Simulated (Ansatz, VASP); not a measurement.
**One calculation of WS, two programs**

File POSCAR:

```
WS
1.0
    0.0000000000      2.9594703353      2.9594703353
    2.9594703353      0.0000000000      2.9594703353
    2.9594703353      2.9594703353      0.0000000000
W S
1 1
Direct
    0.0000000000      0.0000000000      0.0000000000
    0.2500000000      0.2500000000      0.2500000000
```

The input INCAR.step1:

```
SYSTEM = WS
PREC     = Accurate       ! precision mode
ENCUT    = 520            ! plane-wave cutoff, eV
ISMEAR   = 0              ! smearing method
SIGMA    = 0.1            ! smearing width, eV
LREAL    = .False.        ! projectors in reciprocal space
LASPH    = .True.         ! aspherical terms in the spheres
NELM     = 150            ! most SCF steps
LMAXMIX  = 4              ! l up to which the mixer works
LDAU     = .True.         ! DFT+U
LDAUTYPE = 2            
LDAUL    = 2 -1           ! shell
LDAUU    = 6.2 0          ! U, eV
LDAUJ    = 0 0          
NBANDS   = 17             ! bands
GGA      = PE             ! functional
ALGO     = Normal         ! electronic algorithm
EDIFF    = 1E-4           ! SCF threshold, eV
LWAVE    = .True.         ! write WAVECAR
LCHARG   = .False.        ! write CHGCAR
```

The input INCAR.step2:

```
SYSTEM = WS
PREC     = Accurate       ! precision mode
ENCUT    = 520            ! plane-wave cutoff, eV
EDIFF    = 1E-6           ! SCF threshold, eV
ISMEAR   = 0              ! smearing method
SIGMA    = 0.1            ! smearing width, eV
LREAL    = .False.        ! projectors in reciprocal space
LASPH    = .True.         ! aspherical terms in the spheres
NELM     = 150            ! most SCF steps
ALGO     = Normal         ! electronic algorithm
ISIF     = 2              ! what is computed and relaxed
LWAVE    = .False.        ! write WAVECAR
LCHARG   = .False.        ! write CHGCAR
LMAXMIX  = 4              ! l up to which the mixer works
LDAU     = .True.         ! DFT+U
LDAUTYPE = 2            
LDAUL    = 2 -1           ! shell
LDAUU    = 6.2 0          ! U, eV
LDAUJ    = 0 0          
LDAUPRINT= 1            
METAGGA  = R2SCAN         ! meta-GGA
LMIXTAU  = .True.       
NBANDS   = 17             ! bands
ISTART   = 1
```

The input KPOINTS:

```
Automatic mesh
0
Gamma
  12 12 12
  0 0 0
```

Input for Ansatz:

```yaml
crystal:
  lattice:
    - [0.0, 2.9594703353, 2.9594703353]
    - [2.9594703353, 0.0, 2.9594703353]
    - [2.9594703353, 2.9594703353, 0.0]
  atoms:
    - { symbol: W, position: [0.0, 0.0, 0.0] }
    - { symbol: S, position: [0.25, 0.25, 0.25] }
basis:
  ecutwfc: 500
kpoints:
  mp_grid: { grid: [12, 12, 12] }
hamiltonian:
  xc: r2scan
  hubbard: { sites: [{ species: W, l: d, u_eff: 6.2 }] }
scf:
  occupations: { method: gaussian, width: 0.1 }
output:
  forces: true
  stress: true
  eigenvalues: true
```

Alike in both runs: task single point; functional r2SCAN; k mesh 12 × 12 × 12; occupations gaussian, width 0.1 eV; no spin polarisation; Hubbard terms W d U = 6.2 eV.

|  | VASP | Ansatz |
| --- | --- | --- |
| version | VASP 6.6.1 | Ansatz 0.2.0 |
| potentials or method | VASP PAW PBE potentials, release 64 (W_sv, S), cutoff 520 eV | scalar-relativistic, plane waves, PAW |
| valence electrons in the cell | 20 | 20 |

Ansatz gave:

| Quantity | Value |
| --- | --- |
| gap on the k mesh at the Fermi level (eV) | 1.52 |
| least direct gap on the mesh (eV) | 2.39 |
| pressure (GPa) | -4.3 |

Q: Estimate VASP's values.

A: gap on the k mesh at the Fermi level (eV): 0.39; least direct gap on the mesh (eV): 0.53; pressure (GPa): -6.4.

VASP's potentials were made for PBE, not for r2SCAN. The programs project onto different local orbitals, so the same U acts differently, and such runs can settle in different states.

Neither program's run includes spin-orbit coupling.
